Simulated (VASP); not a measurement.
# Cs2LiSbCl6 (Fm-3m) in VASP: notebook

Cs2LiSbCl6 is run at these levels: LDA; tasks: single point.

Everything below comes from runs of VASP 6.6.1. Logs are shortened: lines on timing, memory, paths and dates and some standing lists are left out, and cuts for length are marked.

**1. The cell of the first run**

It takes space group Fm-3m (No. 225, cubic). The conventional cell has a = 10.664 Å, b = 10.664 Å, c = 10.664 Å, α = 90.00°, β = 90.00°, γ = 90.00°. Cs (site symmetry -43m) has 12 Cl at 3.77 Å and 4 Li at 4.62 Å and 4 Sb at 4.62 Å within 5.0 Å. Within 3.5 Å of Li (site symmetry m-3m) lie 6 Cl at 2.66 Å. Within 3.5 Å of Sb (site symmetry m-3m) lie 6 Cl at 2.67 Å. Cl (site symmetry 4mm) has 1 Li at 2.66 Å and 1 Sb at 2.67 Å within 3.5 Å.

**2. Single point, LDA**

INCAR reads:

```
SYSTEM = Cs2LiSbCl6
PREC = Accurate
ENCUT = 520
EDIFF = 1E-7
ISMEAR = 0
SIGMA = 0.01
LREAL = .FALSE.
LASPH = .TRUE.
NELM = 100
ALGO = Normal
ISIF = 2
LWAVE = .FALSE.
LCHARG = .TRUE.
LELF = .TRUE.
LVHAR = .TRUE.
NBANDS = 45
```

KPOINTS reads:

```
regular mesh
0
G
  3 3 3
  0 0 0
```

POSCAR reads:

```
Cs2LiSbCl6
1.0
    0.0000000000      5.3322100000      5.3322100000
    5.3322100000      0.0000000000      5.3322100000
    5.3322100000      5.3322100000      0.0000000000
Cs Li Sb Cl
2 1 1 6
Direct
    0.7500000000      0.7500000000      0.7500000000
    0.2500000000      0.2500000000      0.2500000000
    0.5000000000      0.5000000000      0.5000000000
    0.0000000000      0.0000000000      0.0000000000
    0.7491900000      0.2508100000      0.2508100000
    0.2508100000      0.2508100000      0.7491900000
    0.2508100000      0.7491900000      0.7491900000
    0.2508100000      0.7491900000      0.2508100000
    0.7491900000      0.2508100000      0.7491900000
    0.7491900000      0.7491900000      0.2508100000
```

Potentials or basis: VASP PAW LDA potentials, release 64 (Cs_sv, Li_sv, Sb, Cl).

On the command line:

```sh
$ cat potpaw_LDA.64/Cs_sv/POTCAR potpaw_LDA.64/Li_sv/POTCAR potpaw_LDA.64/Sb/POTCAR potpaw_LDA.64/Cl/POTCAR > POTCAR
$ mpirun -np 1 vasp_std > vasp.out
```

OUTCAR:

```text
SYSTEM = Cs2LiSbCl6
   PREC = Accurate
   ENCUT = 520
   EDIFF = 1E-7
   ISMEAR = 0
   LREAL = .FALSE.
   LASPH = .TRUE.
   NELM = 100
   ISIF = 2

 ion  position               nearest neighbor table
   1  0.750  0.750  0.750-
   2  0.250  0.250  0.250-
   3  0.500  0.500  0.500-
   4  0.000  0.000  0.000-   5 2.67   6 2.67   7 2.67   8 2.67   9 2.67  10 2.67
   5  0.749  0.251  0.251-   4 2.67
   6  0.251  0.251  0.749-   4 2.67
   7  0.251  0.749  0.749-   4 2.67
   8  0.251  0.749  0.251-   4 2.67
   9  0.749  0.251  0.749-   4 2.67
  10  0.749  0.749  0.251-   4 2.67

  LATTYP: Found a face centered cubic cell.
 ALAT       =    10.6644200000

  Lattice vectors:

 A1 = (   0.0000000000,   5.3322100000,   5.3322100000)
 A2 = (   5.3322100000,   0.0000000000,   5.3322100000)
 A3 = (   5.3322100000,   5.3322100000,   0.0000000000)

Analysis of symmetry for initial positions (statically):
=====================================================================
 Subroutine PRICEL returns:
 Original cell was already a primitive cell.

 Routine SETGRP: Setting up the symmetry group for a
 face centered cubic supercell.

 Subroutine GETGRP returns: Found 48 space group operations
 (whereof 48 operations were pure point group operations)
 out of a pool of 48 trial point group operations.

The static configuration has the point symmetry O_h .

Analysis of symmetry for dynamics (positions and initial velocities):
=====================================================================
 Subroutine PRICEL returns:
 Original cell was already a primitive cell.

 Routine SETGRP: Setting up the symmetry group for a
 face centered cubic supercell.

 Subroutine GETGRP returns: Found 48 space group operations
 (whereof 48 operations were pure point group operations)
 out of a pool of 48 trial point group operations.

The dynamic configuration has the point symmetry O_h .

 Subroutine INISYM returns: Found 48 space group operations
 (whereof 48 operations are pure point group operations),
 and found     1 'primitive' translations

----------------------------------------------------------------------------------------

                                     Primitive cell

  volume of cell :     303.2157

  direct lattice vectors                    reciprocal lattice vectors
     0.000000000  5.332210000  5.332210000    -0.093769750  0.093769750  0.093769750
     5.332210000  0.000000000  5.332210000     0.093769750 -0.093769750  0.093769750
     5.332210000  5.332210000  0.000000000     0.093769750  0.093769750 -0.093769750

  length of vectors
     7.540883699  7.540883699  7.540883699     0.162413972  0.162413972  0.162413972

  position of ions in fractional coordinates (direct lattice)
     0.750000000  0.750000000  0.750000000
     0.250000000  0.250000000  0.250000000
     0.500000000  0.500000000  0.500000000
     0.000000000  0.000000000  0.000000000
     0.749190000  0.250810000  0.250810000
     0.250810000  0.250810000  0.749190000
     0.250810000  0.749190000  0.749190000
     0.250810000  0.749190000  0.250810000
     0.749190000  0.250810000  0.749190000
     0.749190000  0.749190000  0.250810000

  ion indices of the primitive-cell ions
   primitive index   ion index
                 1           1
                 2           2
                 3           3
                 4           4
                 5           5
                 6           6
                 7           7
                 8           8
                 9           9
                10          10

----------------------------------------------------------------------------------------

 KPOINTS: regular mesh

Automatic generation of k-mesh.
 Grid dimensions read from file:
 generate k-points for:    3    3    3

 Generating k-lattice:

  Cartesian coordinates                     Fractional coordinates (reciprocal lattice)
    -0.031256583  0.031256583  0.031256583     0.333333333  0.000000000  0.000000000
     0.031256583 -0.031256583  0.031256583     0.000000000  0.333333333  0.000000000
     0.031256583  0.031256583 -0.031256583     0.000000000  0.000000000  0.333333333

  Length of vectors
     0.054137991  0.054137991  0.054137991

  Shift w.r.t. Gamma in fractional coordinates (k-lattice)
     0.000000000  0.000000000  0.000000000

 Subroutine IBZKPT returns following result:
 ===========================================

 Found      4 irreducible k-points:

 Following reciprocal coordinates:
            Coordinates               Weight
  0.000000  0.000000  0.000000      1.000000
  0.333333  0.000000  0.000000      8.000000
  0.333333  0.333333  0.000000      6.000000
 -0.333333  0.333333  0.000000     12.000000
   k-points           NKPTS =      4   k-points in BZ     NKDIM =      4   number of bands    NBANDS=     45
   number of dos      NEDOS =    301   number of ions     NIONS =     10
   total plane-waves  NPLWV = 175616
   dimension x,y,z NGX =    56 NGY =   56 NGZ =   56
   dimension x,y,z NGXF=   112 NGYF=  112 NGZF=  112
   ions per type =               2   1   1   6
   NGX,Y,Z   is equivalent  to a cutoff of  12.35, 12.35, 12.35 a.u.
   NGXF,Y,Z  is equivalent  to a cutoff of  24.69, 24.69, 24.69 a.u.
 SYSTEM =  Cs2LiSbCl6
   PREC   = accura    normal or accurate (medium, high low for compatibility)
   ISTART =      0    job   : 0-new  1-cont  2-samecut
   ICHARG =      2    charge: 1-file 2-atom 10-const
   ISPIN  =      1    spin polarized calculation?
   LNONCOLLINEAR =      F non collinear calculations
   LSORBIT =      F    spin-orbit coupling
   LASPH  =      T    aspherical Exc in radial PAW
   ENCUT  =  520.0 eV  38.22 Ry    6.18 a.u.  14.02 14.02 14.02*2*pi/ulx,y,z
   NELM   =    100;   NELMIN=  2; NELMDL= -5     # of ELM steps
   EDIFF  = 0.1E-06   stopping-criterion for ELM
   LREAL  =      F    real-space projection
   EDIFFG = 0.1E-05   stopping-criterion for IOM
   NSW    =      0    number of steps for IOM
   IBRION =     -1    ionic relax: 0-MD 1-quasi-New 2-CG
   NFREE  =      0    steps in history (QN), initial steepest desc. (CG)
   ISIF   =      2    stress and relaxation
   ISYM   =      2    0-nonsym 1-usesym 2-fastsym
   POTIM  = 0.5000    time-step for ionic-motion
   TEBEG  =    0.0;   TEEND  =   0.0 temperature during run
   PSTRESS=    0.0 pullay stress
   NELECT =      68.0000    total number of electrons
   NUPDOWN=      -1.0000    fix difference up-down
   EMIN   =  10.00;   EMAX   =-10.00  energy-range for DOS
   EFERMI =   0.00;   METHOD = LEGACY
   ISMEAR =     0;   SIGMA  =   0.01  broadening in eV -4-tet -1-fermi 0-gaus
   EFERMI_NEDOS =   21; number of points for ismear=-14 and -15
   IALGO  =     38    algorithm
   IMIX   =      4    mixing-type and parameters
     AMIX     =   0.40;   BMIX     =  1.00
     AMIX_MAG =   1.60;   BMIX_MAG =  1.00
  volume/ion in A,a.u.               =      30.32       204.62
  Fermi-wavevector in a.u.,A,eV,Ry     =   0.994628  1.879574 13.460030  0.989284
  Thomas-Fermi vector in A             =   2.126592
   LORBIT       =      0    0 simple, 1 ext, 2 COOP (PROOUT), +10 PAW based schemes
   GGA     = CA    functional components
   LHFCALC =     F    Hartree Fock is set to
   AEXX    =    0.0000 exact exchange contribution
   IVDW    =     0    specifies the selected vdW correction
   LEPSILON=     F    determine dielectric tensor
   LRPA    =     F    only Hartree local field effects (RPA)
 non-spin polarized calculation
 Gauss-broadening in eV      SIGMA  =   0.01
  energy-cutoff  :      520.00
  volume of cell :      303.22
 maximum number of plane-waves:      8170
   NGX = 29   NGY = 29   NGZ = 29

 number of electron      67.9999989 magnetization

 Free energy of the ion-electron system (eV)
  ---------------------------------------------------
  ext. energy  EPLUGINS =         0.00000000
  ---------------------------------------------------
  free energy    TOTEN  =       -37.99890967 eV

  energy without entropy =      -37.99890967  energy(sigma->0) =      -37.99890967

 E-fermi :   0.5290     XC(G=0):  -8.5022

 val. band max:        0.3933713421   @ k =  -0.3333   0.3333   0.0000
 cond. band min:       3.3623969368   @ k =   0.3333   0.0000   0.0000
 fundamental gap:      2.9690255947
 Fermi energy:         0.5290077877

 k-point     1 :       0.0000    0.0000    0.0000
  band No.  band energies     occupation
      1     -43.4471      2.00000
      2     -19.1727      2.00000
      3     -19.1579      2.00000
      4     -13.6203      2.00000
      5     -13.0363      2.00000
      6     -13.0363      2.00000
[... 37 lines left out ...]
     44       6.9959      0.00000
     45       7.1733      0.00000

 k-point     2 :       0.3333    0.0000    0.0000
  band No.  band energies     occupation
      1     -43.4471      2.00000
      2     -19.1684      2.00000
      3     -19.1610      2.00000
      4     -13.5553      2.00000
      5     -13.1419      2.00000
      6     -12.9919      2.00000
[... 37 lines left out ...]
     44       7.4271      0.00000
     45       7.4806      0.00000

 k-point     3 :       0.3333    0.3333    0.0000
  band No.  band energies     occupation
      1     -43.4471      2.00000
      2     -19.1681      2.00000
      3     -19.1608      2.00000
      4     -13.5363      2.00000
      5     -13.0479      2.00000
      6     -13.0453      2.00000
[... 37 lines left out ...]
     44       7.5584      0.00000
     45       7.7832      0.00000

 k-point     4 :      -0.3333    0.3333    0.0000
  band No.  band energies     occupation
      1     -43.4471      2.00000
      2     -19.1642      2.00000
      3     -19.1642      2.00000
      4     -13.5018      2.00000
      5     -13.1429      2.00000
      6     -13.0432      2.00000
[... 37 lines left out ...]
     44       7.8144      0.00000
     45       7.8919      0.00000

------------------------ aborting loop because EDIFF is reached ----------------------------------------

  FORCE on cell =-STRESS in cart. coord.  units (eV):
  Direction    XX          YY          ZZ          XY          YZ          ZX
  --------------------------------------------------------------------------------------
  -------------------------------------------------------------------------------------
  Total       -5.7082085     -5.7082085     -5.7082085     -0.0000000     -0.0000000      0.0000000
  in kB      -30.1618991    -30.1618991    -30.1618991     -0.0000000     -0.0000000      0.0000000
  external PRESSURE =     -30.1618991 kB  Pullay stress =       0.0000000 kB

 VOLUME and BASIS-vectors are now :
 -----------------------------------------------------------------------------
  energy-cutoff  :      520.00
  volume of cell :      303.22
      direct lattice vectors                 reciprocal lattice vectors
     0.000000000  5.332210000  5.332210000    -0.093769750  0.093769750  0.093769750
     5.332210000  0.000000000  5.332210000     0.093769750 -0.093769750  0.093769750
     5.332210000  5.332210000  0.000000000     0.093769750  0.093769750 -0.093769750

 POSITION                                       TOTAL-FORCE (eV/Angst)
 -----------------------------------------------------------------------------------
      7.99831      7.99831      7.99831         0.000000      0.000000      0.000000
      2.66610      2.66610      2.66610         0.000000      0.000000      0.000000
      5.33221      5.33221      5.33221         0.000000      0.000000      0.000000
      0.00000      0.00000      0.00000         0.000000      0.000000      0.000000
      2.67474      5.33221      5.33221        -0.134281      0.000000      0.000000
      5.33221      5.33221      2.67474         0.000000      0.000000     -0.134281
      7.98968      5.33221      5.33221         0.134281      0.000000      0.000000
      5.33221      2.67474      5.33221         0.000000     -0.134281      0.000000
      5.33221      7.98968      5.33221         0.000000      0.134281      0.000000
      5.33221      5.33221      7.98968         0.000000      0.000000      0.134281
 -----------------------------------------------------------------------------------
    total drift:                               -0.000000     -0.000000     -0.000000

  FREE ENERGIE OF THE ION-ELECTRON SYSTEM (eV)
  ---------------------------------------------------
  free  energy   TOTEN  =       -37.9989096686 eV

  energy  without entropy=      -37.9989096686  energy(sigma->0) =      -37.99890967
```

It took 66 s on 1 thread of Intel Xeon Platinum 8259CL at 2.50GHz (Skylake/Cascade Lake), shared host; peak memory 0.35 GiB.

What came out:

```yaml
Free_energy: -37.9989 eV
Largest_force: 0.134 eV/Å
Band_gap_on_the_k_mesh: 2.97 eV (least direct gap 3.36 eV)
```

Forces in eV/Å, atoms in the order of the input:
```
Cs   0.000  0.000  0.000
Cs   0.000  0.000  0.000
Li   0.000  0.000  0.000
Sb   0.000  0.000  0.000
Cl  -0.134  0.000  0.000
Cl   0.000  0.000 -0.134
Cl   0.134  0.000  0.000
Cl   0.000 -0.134  0.000
Cl   0.000  0.134  0.000
Cl   0.000  0.000  0.134
```

Caveat: the cutoff is under 1.25 times the usual one of these potentials, so pressure, stress and relaxed cells hold a basis-set (Pulay) error; spin-orbit coupling is left out, which moves the levels of the heavy elements; an odd mesh through Γ misses points on the zone boundary, where band edges can lie.

**3. Single point, LDA**

INCAR reads:

```
PREC = Accurate ; ENCUT = 520
EDIFF = 1E-6 ; ISMEAR = 0
SIGMA = 0.01 ; LREAL = False
LASPH = True ; NELM = 60
ALGO = Normal ; ISIF = 2
LWAVE = False ; LCHARG = False
GGA = CA ; NBANDS = 45
```

KPOINTS reads:

```
Automatic mesh
0
Gamma
  3 3 3
```

POSCAR is that of step 2.

Potentials or basis: VASP PAW LDA potentials, release 64 (Cs_sv, Li_sv, Sb, Cl).

On the command line:

```sh
$ cat potpaw_LDA.64/Cs_sv/POTCAR potpaw_LDA.64/Li_sv/POTCAR potpaw_LDA.64/Sb/POTCAR potpaw_LDA.64/Cl/POTCAR > POTCAR
$ mpirun -np 1 vasp_std > vasp.out
```

OUTCAR:

```text
PREC = Accurate
   ENCUT = 520
   EDIFF = 1E-6
   ISMEAR = 0
   LREAL = False
   LASPH = True
   NELM = 60
   ISIF = 2
   GGA = CA

 ion  position               nearest neighbor table
   1  0.750  0.750  0.750-
   2  0.250  0.250  0.250-
   3  0.500  0.500  0.500-
   4  0.000  0.000  0.000-   5 2.67   6 2.67   7 2.67   8 2.67   9 2.67  10 2.67
   5  0.749  0.251  0.251-   4 2.67
   6  0.251  0.251  0.749-   4 2.67
   7  0.251  0.749  0.749-   4 2.67
   8  0.251  0.749  0.251-   4 2.67
   9  0.749  0.251  0.749-   4 2.67
  10  0.749  0.749  0.251-   4 2.67

  LATTYP: Found a face centered cubic cell.
 ALAT       =    10.6644200000

  Lattice vectors:

 A1 = (   0.0000000000,   5.3322100000,   5.3322100000)
 A2 = (   5.3322100000,   0.0000000000,   5.3322100000)
[... 174 lines left out ...]
 cond. band min:       3.3621369251   @ k =   0.3333   0.0000   0.0000
 fundamental gap:      2.9691649020
 Fermi energy:         0.5303202802

 k-point     1 :       0.0000    0.0000    0.0000
  band No.  band energies     occupation
      1     -43.4480      2.00000
      2     -19.1717      2.00000
      3     -19.1568      2.00000
      4     -13.6208      2.00000
      5     -13.0367      2.00000
      6     -13.0367      2.00000
[... 181 lines left out ...]
     44       7.8151      0.00000
     45       7.8936      0.00000

------------------------ aborting loop because EDIFF is reached ----------------------------------------

  FORCE on cell =-STRESS in cart. coord.  units (eV):
  Direction    XX          YY          ZZ          XY          YZ          ZX
  --------------------------------------------------------------------------------------
  -------------------------------------------------------------------------------------
  Total       -5.7074879     -5.7074879     -5.7074879     -0.0000000      0.0000000     -0.0000000
  in kB      -30.1580911    -30.1580911    -30.1580911     -0.0000000      0.0000000     -0.0000000
  external PRESSURE =     -30.1580911 kB  Pullay stress =       0.0000000 kB

 VOLUME and BASIS-vectors are now :
 -----------------------------------------------------------------------------
  energy-cutoff  :      520.00
  volume of cell :      303.22
      direct lattice vectors                 reciprocal lattice vectors
     0.000000000  5.332210000  5.332210000    -0.093769750  0.093769750  0.093769750
     5.332210000  0.000000000  5.332210000     0.093769750 -0.093769750  0.093769750
     5.332210000  5.332210000  0.000000000     0.093769750  0.093769750 -0.093769750

 POSITION                                       TOTAL-FORCE (eV/Angst)
 -----------------------------------------------------------------------------------
      7.99831      7.99831      7.99831        -0.000000      0.000000      0.000000
      2.66610      2.66610      2.66610        -0.000000      0.000000      0.000000
      5.33221      5.33221      5.33221         0.000000      0.000000      0.000000
      0.00000      0.00000      0.00000         0.000000      0.000000      0.000000
      2.67474      5.33221      5.33221        -0.133851      0.000000      0.000000
      5.33221      5.33221      2.67474         0.000000      0.000000     -0.133851
      7.98968      5.33221      5.33221         0.133851      0.000000      0.000000
      5.33221      2.67474      5.33221         0.000000     -0.133851      0.000000
      5.33221      7.98968      5.33221         0.000000      0.133851      0.000000
      5.33221      5.33221      7.98968         0.000000      0.000000      0.133851
 -----------------------------------------------------------------------------------
    total drift:                               -0.000000     -0.000000     -0.000000

  FREE ENERGIE OF THE ION-ELECTRON SYSTEM (eV)
  ---------------------------------------------------
  free  energy   TOTEN  =       -37.9989094141 eV

  energy  without entropy=      -37.9989094141  energy(sigma->0) =      -37.99890941
```

Run time: 53 s. Hardware: 1 thread of Intel Xeon Platinum 8259CL at 2.50GHz (Skylake/Cascade Lake), shared host; peak memory 0.35 GiB.

What came out:

| Property | Result |
| --- | --- |
| Free energy | -37.9989 eV |
| Largest force | 0.134 eV/Å |
| Band gap on the k mesh | 2.97 eV (least direct gap 3.36 eV) |

Forces in eV/Å, atoms in the order of the input:
```
Cs   0.000  0.000  0.000
Cs   0.000  0.000  0.000
Li   0.000  0.000  0.000
Sb   0.000  0.000  0.000
Cl  -0.134  0.000  0.000
Cl   0.000  0.000 -0.134
Cl   0.134  0.000  0.000
Cl   0.000 -0.134  0.000
Cl   0.000  0.134  0.000
Cl   0.000  0.000  0.134
```

Caveat: the cutoff is under 1.25 times the usual one of these potentials, so pressure, stress and relaxed cells hold a basis-set (Pulay) error; spin-orbit coupling is left out, which moves the levels of the heavy elements; an odd mesh through Γ misses points on the zone boundary, where band edges can lie.
